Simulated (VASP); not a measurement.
# Ti (Fm-3m) in VASP: single point with PBE

Aim: the single point of Ti with PBE.

Everything below comes from runs of VASP 6.6.1. Logs are shortened: lines on timing, memory, paths and dates and some standing lists are left out, and cuts for length are marked.

### 1 The cell of the first run

Symmetry: Fm-3m, No. 225, cubic system. Conventional cell: a = 4.001 Å, b = 4.001 Å, c = 4.001 Å, α = 90.00°, β = 90.00°, γ = 90.00°. Ti (site symmetry m-3m) has 12 Ti at 2.83 Å within 3.7 Å.

This isn't the form of Ti at room conditions, which is hcp.

### 2 Single point, PBE (16.01 Å³/atom)

Contents of POSCAR:

```
Ti
1.0
    0.0000000000      2.0005975789      2.0005975789
    2.0005975789      0.0000000000      2.0005975789
    2.0005975789      2.0005975789      0.0000000000
Ti
1
Direct
    0.0000000000      0.0000000000      0.0000000000
```

Contents of INCAR.step1:

```
SYSTEM = Ti
PREC = Accurate ; ENCUT = 520
EDIFF = 1E-7 ; ISMEAR = -1
SIGMA = 0.08 ; LREAL = .False.
LASPH = .True. ; NELM = 60
ALGO = Normal ; ISIF = 2
LWAVE = .False. ; LCHARG = .True.
LMAXMIX = 4 ; GGA = PE
NBANDS = 12
```

Contents of KPOINTS.step1:

```
regular mesh
0
Gamma
  18 18 18
  0 0 0
```

Contents of INCAR.step2:

```
SYSTEM = Ti
PREC = Accurate ; ENCUT = 520
EDIFF = 1E-7 ; ISMEAR = -5
SIGMA = 0.08 ; LREAL = .False.
LASPH = .True. ; NELM = 60
ALGO = Normal ; ISIF = 2
LWAVE = .False. ; LCHARG = .False.
LMAXMIX = 4 ; GGA = PE
LORBIT = 11 ; NEDOS = 2001
ICHARG = 11
```

Contents of KPOINTS.step2:

```
regular mesh
0
Gamma
  27 27 27
  0 0 0
```

Potentials or basis: VASP PAW PBE potentials, release 64 (Ti_sv).

Launch:

```console
> cat potpaw_PBE.64/Ti_sv/POTCAR > POTCAR
> cp INCAR.step1 INCAR
> cp KPOINTS.step1 KPOINTS
> mpirun -np 1 vasp_std > vasp.out
> cp INCAR.step2 INCAR
> cp KPOINTS.step2 KPOINTS
> mpirun -np 1 vasp_std > vasp.out
```

OUTCAR:

```text
SYSTEM = Ti
   PREC = Accurate
   ENCUT = 520
   EDIFF = 1E-7
   ISMEAR = -5
   LREAL = .False.
   LASPH = .True.
   NELM = 60
   ISIF = 2
   GGA = PE
   LORBIT = 11
   ICHARG = 11

 ion  position               nearest neighbor table
   1  0.000  0.000  0.000-

  LATTYP: Found a face centered cubic cell.
 ALAT       =     4.0011951578

  Lattice vectors:

 A1 = (   0.0000000000,   2.0005975789,   2.0005975789)
 A2 = (   2.0005975789,   0.0000000000,   2.0005975789)
 A3 = (   2.0005975789,   2.0005975789,   0.0000000000)

Analysis of symmetry for initial positions (statically):
=====================================================================
 Subroutine PRICEL returns:
 Original cell was already a primitive cell.

 Routine SETGRP: Setting up the symmetry group for a
 face centered cubic supercell.

 Subroutine GETGRP returns: Found 48 space group operations
 (whereof 48 operations were pure point group operations)
 out of a pool of 48 trial point group operations.

The static configuration has the point symmetry O_h .

Analysis of symmetry for dynamics (positions and initial velocities):
=====================================================================
 Subroutine PRICEL returns:
 Original cell was already a primitive cell.

 Routine SETGRP: Setting up the symmetry group for a
 face centered cubic supercell.

 Subroutine GETGRP returns: Found 48 space group operations
 (whereof 48 operations were pure point group operations)
 out of a pool of 48 trial point group operations.

The dynamic configuration has the point symmetry O_h .

 Subroutine INISYM returns: Found 48 space group operations
 (whereof 48 operations are pure point group operations),
 and found     1 'primitive' translations

----------------------------------------------------------------------------------------

                                     Primitive cell

  volume of cell :      16.0143

  direct lattice vectors                    reciprocal lattice vectors
     0.000000000  2.000597579  2.000597579    -0.249925325  0.249925325  0.249925325
     2.000597579  0.000000000  2.000597579     0.249925325 -0.249925325  0.249925325
     2.000597579  2.000597579  0.000000000     0.249925325  0.249925325 -0.249925325

  length of vectors
     2.829272229  2.829272229  2.829272229     0.432883361  0.432883361  0.432883361
[... 81 lines left out ...]
   EDIFF  = 0.1E-06   stopping-criterion for ELM
   LREAL  =      F    real-space projection
   EDIFFG = 0.1E-05   stopping-criterion for IOM
   NSW    =      0    number of steps for IOM
   IBRION =     -1    ionic relax: 0-MD 1-quasi-New 2-CG
   NFREE  =      0    steps in history (QN), initial steepest desc. (CG)
   ISIF   =      2    stress and relaxation
   ISYM   =      2    0-nonsym 1-usesym 2-fastsym
   POTIM  = 0.5000    time-step for ionic-motion
   TEBEG  =    0.0;   TEEND  =   0.0 temperature during run
   PSTRESS=    0.0 pullay stress
   NELECT =      12.0000    total number of electrons
   NUPDOWN=      -1.0000    fix difference up-down
   EMIN   =  10.00;   EMAX   =-10.00  energy-range for DOS
   EFERMI =   0.00;   METHOD = LEGACY
   ISMEAR =    -5;   SIGMA  =   0.08  broadening in eV -4-tet -1-fermi 0-gaus
   EFERMI_NEDOS =   21; number of points for ismear=-14 and -15
   IALGO  =     38    algorithm
   IMIX   =      4    mixing-type and parameters
     AMIX     =   0.40;   BMIX     =  1.00
     AMIX_MAG =   1.60;   BMIX_MAG =  1.00
  volume/ion in A,a.u.               =      16.01       108.07
  Fermi-wavevector in a.u.,A,eV,Ry     =   1.486958  2.809944 30.083101  2.211046
  Thomas-Fermi vector in A             =   2.600179
   LORBIT       =     11    0 simple, 1 ext, 2 COOP (PROOUT), +10 PAW based schemes
   GGA     = PE    functional components
   LHFCALC =     F    Hartree Fock is set to
   AEXX    =    0.0000 exact exchange contribution
   IVDW    =     0    specifies the selected vdW correction
   LEPSILON=     F    determine dielectric tensor
   LRPA    =     F    only Hartree local field effects (RPA)
 non-spin polarized calculation
 Fermi weights with tetrahedron method with Bloechl corrections
  energy-cutoff  :      520.00
  volume of cell :       16.01
 maximum number of plane-waves:       444
 NGX is ok and might be reduce to    24

 number of electron      11.9999999 magnetization

 Free energy of the ion-electron system (eV)
  ---------------------------------------------------
  ext. energy  EPLUGINS =         0.00000000
  ---------------------------------------------------
  free energy    TOTEN  =        -7.73969554 eV

  energy without entropy =       -7.73969554  energy(sigma->0) =       -7.73969554

 E-fermi :   9.1148     XC(G=0): -11.8854

 val. band max:        9.1145772924   @ k =  -0.3333   0.0741   0.0000
 cond. band min:       9.1077893319   @ k =  -0.2593   0.2593   0.1111
 fundamental gap:     -0.0067879605
 Fermi energy:         9.1148195236

 k-point     1 :       0.0000    0.0000    0.0000
  band No.  band energies     occupation
      1     -47.4619      2.00000
      2     -23.2147      2.00000
      3     -23.2147      2.00000
      4     -23.2147      2.00000
      5       2.8301      2.00000
      6      10.0365      0.00000
      7      10.0365      0.00000
      8      10.0365      0.00000
      9      11.8581      0.00000
     10      11.8581      0.00000
[... 287 lines left out ...]
 k-point    24 :       0.3704    0.0370    0.0000
  band No.  band energies     occupation
      1     -47.3232      2.00000
      2     -23.9247      2.00000
      3     -23.3130      2.00000
      4     -23.3045      2.00000
      5       5.9269      2.00000
      6       9.2019     -0.05679
      7      10.0451      0.00000
      8      10.1256      0.00000
      9      12.4880      0.00000
     10      12.6805      0.00000

 [... further k-points ...]
[... 5 lines left out ...]
  --------------------------------------------------------------------------------------
  -------------------------------------------------------------------------------------
  Total        0.9263057      0.9263057      0.9263057      0.0000000      0.0000000     -0.0000000
  in kB       92.6735321     92.6735321     92.6735321      0.0000000      0.0000000     -0.0000000
  external PRESSURE =      92.6735321 kB  Pullay stress =       0.0000000 kB

 VOLUME and BASIS-vectors are now :
 -----------------------------------------------------------------------------
  energy-cutoff  :      520.00
  volume of cell :       16.01
      direct lattice vectors                 reciprocal lattice vectors
     0.000000000  2.000597579  2.000597579    -0.249925325  0.249925325  0.249925325
     2.000597579  0.000000000  2.000597579     0.249925325 -0.249925325  0.249925325
     2.000597579  2.000597579  0.000000000     0.249925325  0.249925325 -0.249925325

 POSITION                                       TOTAL-FORCE (eV/Angst)
 -----------------------------------------------------------------------------------
      0.00000      0.00000      0.00000        -0.000000     -0.000000     -0.000000
 -----------------------------------------------------------------------------------
    total drift:                               -0.000000      0.000000     -0.000000

  FREE ENERGIE OF THE ION-ELECTRON SYSTEM (eV)
  ---------------------------------------------------
  free  energy   TOTEN  =        -7.7396955397 eV

  energy  without entropy=       -7.7396955397  energy(sigma->0) =       -7.73969554

 total charge

# of ion       s       p       d       tot
------------------------------------------
    1        2.264   6.134   1.959  10.357
```

It took 1.8 min on 1 thread of Intel Xeon 8259CL, shared host; peak memory 0.21 GiB.

Results:

- Valence electrons inside the program's atomic spheres: Ti 10.36

Caveat: tetrahedron occupations give inexact forces and stress in metals.
